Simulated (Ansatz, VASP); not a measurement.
## As: VASP beside Ansatz

File INCAR:

```
PREC     = Accurate       # precision mode
ENCUT    = 520            # plane-wave cutoff, eV
EDIFF    = 1E-7           # SCF threshold, eV
ISMEAR   = 0              # smearing method
SIGMA    = 0.018000000000000002 # smearing width, eV
LREAL    = False          # projectors in reciprocal space
LASPH    = True           # aspherical terms in the spheres
NELM     = 60             # most SCF steps
ALGO     = Normal         # electronic algorithm
ISIF     = 2              # what is computed and relaxed
LWAVE    = False          # write WAVECAR
LCHARG   = False          # write CHGCAR
GGA      = PE             # functional
NBANDS   = 12             # bands
```

Contents of KPOINTS:

```
regular mesh
0
Gamma
  9 9 9
```

Contents of POSCAR:

```
As
1.0
    1.8807968987      1.0858785957      3.5140619945
   -1.8807968987      1.0858785957      3.5140619945
    0.0000000000     -2.1717571915      3.5140619945
As
2
Direct
    0.2260000000      0.2260000000      0.2260000000
    0.7740000000      0.7740000000      0.7740000000
```

input.yaml

```yaml
crystal:
  lattice:
    - [1.8807968987, 1.0858785957, 3.5140619945]
    - [-1.8807968987, 1.0858785957, 3.5140619945]
    - [0.0, -2.1717571915, 3.5140619945]
  atoms:
    - { symbol: As, position: [0.226, 0.226, 0.226] }
    - { symbol: As, position: [0.774, 0.774, 0.774] }
hamiltonian:
  xc: pbe
  pseudopotentials: { kind: paw }
kpoints:
  mp_grid: { grid: [9, 9, 9] }
scf:
  occupations: { method: gaussian, width: 0.018 }
output:
  forces: true
  stress: true
  eigenvalues: true
  write_density: true
  write_potential: true
  elf: true
  volumetric_format: npy
```

Alike in both runs: task single point; functional PBE; k mesh 9 × 9 × 9; occupations gaussian, width 0.018 eV; no spin polarisation.

|  | VASP | Ansatz |
| --- | --- | --- |
| version | VASP 6.6.1 | Ansatz 0.2.0 |
| potentials or method | VASP PAW PBE potentials, release 64 (As) | Ansatz PAW |
| plane-wave cutoff (eV) | 520 | 420 |
| valence electrons in the cell | 10 | 30 |

```tsv
	VASP	Ansatz	Ansatz less VASP
gap on the k mesh at the Fermi level (eV)	none	none	-
pressure (GPa)	4.1	3.7	-0.32
traceless stress, the component that is largest in VASP (GPa)	-0.40	-0.30	+0.100
rms of the force components (eV/Å)	0.284	0.249	-0.0351
```

Atom by atom the forces differ by 0.035 eV/Å (rms over components). A gap of «none» marks a metal or a gap that the smearing closes. VASP's potentials hold 10 valence electrons a cell and Ansatz's 30, so a difference there can come from the potentials and not from the codes.
